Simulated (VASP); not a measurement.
A run of VASP 6.6.1 is set up as follows.

POSCAR

```
Pt
1.0
   -1.5694863913      1.5694863913      1.5224017996
    1.5694863913     -1.5694863913      1.5224017996
    1.5694863913      1.5694863913     -1.5224017996
Pt
1
Direct
    0.0000000000      0.0000000000      0.0000000000
```

The input INCAR.step1:

```
SYSTEM = Pt
  PREC = Accurate
  ENCUT = 520
  ISMEAR = 0
  SIGMA = 0.15
  LREAL = .False.
  LASPH = .True.
  NELM = 100
  NBANDS = 11
  GGA = PE
  ALGO = Normal
  EDIFF = 1E-4
  LWAVE = .True.
  LCHARG = .False.
```

File INCAR.step2:

```
SYSTEM = Pt
  PREC = Accurate
  ENCUT = 520
  EDIFF = 1E-6
  ISMEAR = 0
  SIGMA = 0.15
  LREAL = .False.
  LASPH = .True.
  NELM = 100
  ALGO = Normal
  ISIF = 2
  LWAVE = .False.
  LCHARG = .False.
  METAGGA = R2SCAN
  LMIXTAU = .True.
  NBANDS = 11
  ISTART = 1
```

KPOINTS

```
Automatic mesh
0
Gamma
  26 26 26
  0 0 0
```

Potentials or basis: VASP PAW PBE potentials, release 64 (Pt).

Run with:

```sh
$ cat potpaw_PBE.64/Pt/POTCAR > POTCAR
$ cp INCAR.step1 INCAR
$ mpirun -np 1 vasp_std > vasp.out
$ cp INCAR.step2 INCAR
$ mpirun -np 1 vasp_std > vasp.out
```

Estimate the pressure.

9.5 GPa.

Predict the band gap on the k mesh.

zero (bands 5 and 6 overlap by 2.53 eV).

Stress tensor (GPa, compression positive):
```
10.59  0.00  0.00
 0.00 10.59  0.00
 0.00  0.00  7.42
```

Caveat: the cell differs from its parent crystal (strain +0.000 along x and y, -0.030 along z); the cell stands under pressure; the PAW data sets were made with another functional, which shifts forces and pressure a little; spin-orbit coupling is left out, which moves the levels of the heavy elements.
